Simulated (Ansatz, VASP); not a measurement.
# WSe2 in VASP and in Ansatz

File INCAR:

```
  PREC = Accurate
  ENCUT = 520
  EDIFF = 1E-7
  ISMEAR = 1
  SIGMA = 0.001
  LREAL = F
  LASPH = T
  NELM = 100
  ALGO = Normal
  ISIF = 2
  LWAVE = F
  LCHARG = F
  GGA = PE
  NBANDS = 20
```

The input KPOINTS:

```
regular mesh
0
Gamma
  6 6 6
```

Contents of POSCAR:

```
WSe2
1.0
    1.6433003578      0.9487599040      6.4972669668
   -1.6433003578      0.9487599040      6.4972669668
    0.0000000000     -1.8975198079      6.4972669668
W Se
1 2
Direct
    0.0000000000      0.0000000000      0.0000000000
    0.2462563275      0.2462563275      0.2462563275
    0.7537436725      0.7537436725      0.7537436725
```

Input for Ansatz:

```yaml
crystal:
  lattice:
    - [1.6433003578, 0.948759904, 6.4972669668]
    - [-1.6433003578, 0.948759904, 6.4972669668]
    - [0.0, -1.8975198079, 6.4972669668]
  atoms:
    - { symbol: W, position: [0.0, 0.0, 0.0] }
    - { symbol: Se, position: [0.2462563275, 0.2462563275, 0.2462563275] }
    - { symbol: Se, position: [0.7537436725, 0.7537436725, 0.7537436725] }
kpoints:
  mp_grid: { grid: [6, 6, 6] }
hamiltonian:
  xc: pbe
scf:
  occupations: { method: methfessel_paxton, width: 0.001 }
  n_extra_bands: 4
output:
  forces: true
  stress: true
  eigenvalues: true
```

Alike in both runs: task single point; functional PBE; k mesh 6 × 6 × 6; occupations methfessel-paxton of order 1, width 0.001 eV; no spin polarisation.

```csv
,VASP,Ansatz
version,VASP 6.6.1,Ansatz 0.2.0
potentials or method,"VASP PAW PBE potentials, release 64 (W_sv, Se)",plane waves
plane-wave cutoff (eV),520,420
valence electrons in the cell,26,46
```

```csv
,VASP,Ansatz,Ansatz less VASP
pressure (GPa),3.5,3.2,-0.29
"traceless stress, the component that is largest in VASP (GPa)",1.69,1.64,-0.046
rms of the force components (eV/Å),0.160,0.141,-0.0190
```

Atom by atom the forces differ by 0.019 eV/Å (rms over components). VASP's potentials hold 26 valence electrons a cell and Ansatz's 46, so a difference there can come from the potentials and not from the codes.

The k mesh is coarse, so the values compare programs but aren't converged. Spin-orbit coupling is off throughout.
